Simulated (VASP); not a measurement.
The system is HfN.

```
CELL_PARAMETERS angstrom
0.00000 2.45482 2.45482
2.45482 0.00000 2.45482
2.45482 2.45482 0.00000
ATOMIC_POSITIONS crystal
Hf 0.00000 0.00000 0.00000
N 0.25000 0.25000 0.25000
```

| Item | Value |
| --- | --- |
| Program | VASP 6.6.1 |
| Task | relaxation of cell and atoms |
| Functional | LDA |
| Potentials or basis | VASP PAW LDA potentials, release 64 (Hf_pv, N) |
| Cutoff | 600 eV |
| k mesh | 9 × 9 × 9 |
| Occupations | fermi-dirac, width 0.05 eV |
| Spin | no spin polarisation |
| Hubbard terms | Hf d U = 6.0 eV |

At the start: pressure 7.8 GPa; volume 14.79 Å³/atom.

Where does the relaxation end?

Over 4 steps the energy falls by 13.2 meV/atom and the volume is 15.36 Å³/atom (+3.8 %); space group F-43m (No. 216, to 0.05 Å).

Step by step:
```csv
step,energy change (eV),largest force (eV/Å),pressure (GPa),volume (Å³)
1,0.0000,0.0000,7.76,29.59
2,0.0458,0.0000,-10.70,32.76
3,-0.0265,0.0000,-0.14,30.74
4,-0.0265,0.0000,0.01,30.72
```

Final structure:
```cif
data_structure
_symmetry_space_group_name_H-M 'P 1'
_symmetry_Int_Tables_number 1
_cell_length_a 3.5153
_cell_length_b 3.5153
_cell_length_c 3.5153
_cell_angle_alpha 60.000
_cell_angle_beta 60.000
_cell_angle_gamma 60.000
_cell_volume 30.72
loop_
_atom_site_label
_atom_site_type_symbol
_atom_site_fract_x
_atom_site_fract_y
_atom_site_fract_z
_atom_site_occupancy
Hf1 Hf 0.00000 0.00000 0.00000 1
N1 N 0.25000 0.25000 0.25000 1
```

Caveat: U without spin polarisation on a metal has little footing.
